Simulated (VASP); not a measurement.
# W (I4/mmm) in VASP: notebook, part 2 of 2

VASP 6.6.1. Earlier steps stand in the parts before.

**3. Single point, PBE (strain -0.040 along x and y, +0.040 along z)**

File INCAR:

```
SYSTEM = W
  ALGO = Fast
  EDIFF = 1E-7
  ENCUT = 520
  GGA = PE
  ISIF = 2
  ISMEAR = 0
  LASPH = .True.
  LCHARG = .False.
  LREAL = .False.
  LWAVE = .False.
  NBANDS = 13
  NELM = 100
  PREC = Accurate
  SIGMA = 0.15
```

File KPOINTS:

```
k-points
0
Gamma
  20 20 20
  0 0 0
```

File POSCAR:

```
W
1.0
   -1.5334080000      1.5334080000      1.6611920000
    1.5334080000     -1.5334080000      1.6611920000
    1.5334080000      1.5334080000     -1.6611920000
W
1
Direct
    0.0000000000      0.0000000000      0.0000000000
```

Potentials or basis: VASP PAW PBE potentials, release 64 (W_sv).

Command:

```
$ cat potpaw_PBE.64/W_sv/POTCAR > POTCAR
$ mpirun -np 1 vasp_std > vasp.out
```

OUTCAR:

```text
SYSTEM = W
   EDIFF = 1E-7
   ENCUT = 520
   GGA = PE
   ISIF = 2
   ISMEAR = 0
   LASPH = .True.
   LREAL = .False.
   NELM = 100
   PREC = Accurate

 ion  position               nearest neighbor table
   1  0.000  0.000  0.000-

  LATTYP: Found a body centered tetragonal cell.
 ALAT       =     3.0668160000
 C/A-ratio  =     1.0833333333

  Lattice vectors:

 A1 = (  -1.5334080000,   1.5334080000,   1.6611920000)
 A2 = (   1.5334080000,  -1.5334080000,   1.6611920000)
 A3 = (   1.5334080000,   1.5334080000,  -1.6611920000)

Analysis of symmetry for initial positions (statically):
=====================================================================
 Subroutine PRICEL returns:
 Original cell was already a primitive cell.

 Routine SETGRP: Setting up the symmetry group for a
 body centered tetragonal supercell.

 Subroutine GETGRP returns: Found 16 space group operations
 (whereof 16 operations were pure point group operations)
 out of a pool of 16 trial point group operations.

The static configuration has the point symmetry D_4h.

Analysis of symmetry for dynamics (positions and initial velocities):
=====================================================================
 Subroutine PRICEL returns:
 Original cell was already a primitive cell.

 Routine SETGRP: Setting up the symmetry group for a
 body centered tetragonal supercell.

 Subroutine GETGRP returns: Found 16 space group operations
 (whereof 16 operations were pure point group operations)
 out of a pool of 16 trial point group operations.

The dynamic configuration has the point symmetry D_4h.

 Subroutine INISYM returns: Found 16 space group operations
 (whereof 16 operations are pure point group operations),
 and found     1 'primitive' translations

----------------------------------------------------------------------------------------

                                     Primitive cell

  volume of cell :      15.6241

[... 108 lines left out ...]
  Fermi-wavevector in a.u.,A,eV,Ry     =   1.578286  2.982528 33.891939  2.490987
  Thomas-Fermi vector in A             =   2.678840
   LORBIT       =      0    0 simple, 1 ext, 2 COOP (PROOUT), +10 PAW based schemes
   GGA     = PE    functional components
   LHFCALC =     F    Hartree Fock is set to
   AEXX    =    0.0000 exact exchange contribution
   IVDW    =     0    specifies the selected vdW correction
   LEPSILON=     F    determine dielectric tensor
   LRPA    =     F    only Hartree local field effects (RPA)
 non-spin polarized calculation
 RMM-DIIS sequential band-by-band and
 Gauss-broadening in eV      SIGMA  =   0.15
  energy-cutoff  :      520.00
  volume of cell :       15.62
 maximum number of plane-waves:       436
   NGX = 11   NGY = 11   NGZ = 11

 number of electron      13.9999999 magnetization

 Free energy of the ion-electron system (eV)
  ---------------------------------------------------
  ext. energy  EPLUGINS =         0.00000000
  ---------------------------------------------------
  free energy    TOTEN  =       -12.87395534 eV

  energy without entropy =      -12.86845950  energy(sigma->0) =      -12.87120742

 E-fermi :  11.6798     XC(G=0): -13.7216

 val. band max:       11.6637385833   @ k =  -0.0500   0.5000   0.0500
 cond. band min:      11.6877900374   @ k =  -0.2500  -0.4500   0.2500
 fundamental gap:      0.0240514541
 Fermi energy:        11.6798155072

 k-point     1 :       0.0000    0.0000    0.0000
  band No.  band energies     occupation
      1     -62.5012      2.00000
      2     -26.0553      2.00000
      3     -26.0363      2.00000
      4     -26.0363      2.00000
      5       1.9373      2.00000
      6      10.1343      2.00000
      7      10.1343      2.00000
      8      11.1527      2.00000
      9      13.1899      0.00000
     10      14.5516      0.00000
     11      25.2874      0.00000
     12      26.7885      0.00000
     13      26.7885      0.00000
[... 354 lines left out ...]
  band No.  band energies     occupation
      1     -62.3974      2.00000
      2     -27.0597      2.00000
      3     -26.3346      2.00000
      4     -26.0649      2.00000
      5       5.1717      2.00000
      6       8.9206      2.00000
      7       9.9030      2.00000
      8      12.9652      0.00000
      9      14.6490      0.00000
     10      15.0805      0.00000
     11      24.9665      0.00000
     12      26.0822      0.00000
     13      33.2610      0.00000

 [... further k-points ...]
[... 5 lines left out ...]
  --------------------------------------------------------------------------------------
  -------------------------------------------------------------------------------------
  Total        1.9465280      1.9465280     -0.4035515      0.0000000      0.0000000      0.0000000
  in kB      199.6070867    199.6070867    -41.3822692      0.0000000      0.0000000      0.0000000
  external PRESSURE =     119.2773014 kB  Pullay stress =       0.0000000 kB

 VOLUME and BASIS-vectors are now :
 -----------------------------------------------------------------------------
  energy-cutoff  :      520.00
  volume of cell :       15.62
      direct lattice vectors                 reciprocal lattice vectors
    -1.533408000  1.533408000  1.661192000     0.000000000  0.326071078  0.300988688
     1.533408000 -1.533408000  1.661192000     0.326071078  0.000000000  0.300988688
     1.533408000  1.533408000 -1.661192000     0.326071078  0.326071078  0.000000000

 POSITION                                       TOTAL-FORCE (eV/Angst)
 -----------------------------------------------------------------------------------
      0.00000      0.00000      0.00000        -0.000000      0.000000      0.000000
 -----------------------------------------------------------------------------------
    total drift:                                0.000000     -0.000000      0.000000

  FREE ENERGIE OF THE ION-ELECTRON SYSTEM (eV)
  ---------------------------------------------------
  free  energy   TOTEN  =       -12.8739553423 eV

  energy  without entropy=      -12.8684594983  energy(sigma->0) =      -12.87120742
```

Run time: 52 s. Hardware: 1 thread of Intel Xeon 6975P-C (Granite Rapids), shared host; peak memory 0.22 GiB.

Results:

- Free energy: -12.8740 eV
- Pressure: 11.9 GPa
- Band gap on the k mesh: zero (bands 7 and 8 overlap by 5.87 eV)

Stress tensor (GPa, compression positive):
```
19.96  0.00  0.00
 0.00 19.96  0.00
 0.00  0.00 -4.14
```

Caveat: the cell differs from its parent crystal (strain -0.040 along x and y, +0.040 along z); the stress differs along the axes, from -4 to 20 GPa; spin-orbit coupling is left out, which moves the levels of the heavy elements.

The gap in the log of VASP goes by the Fermi energy; the results here count the filled bands.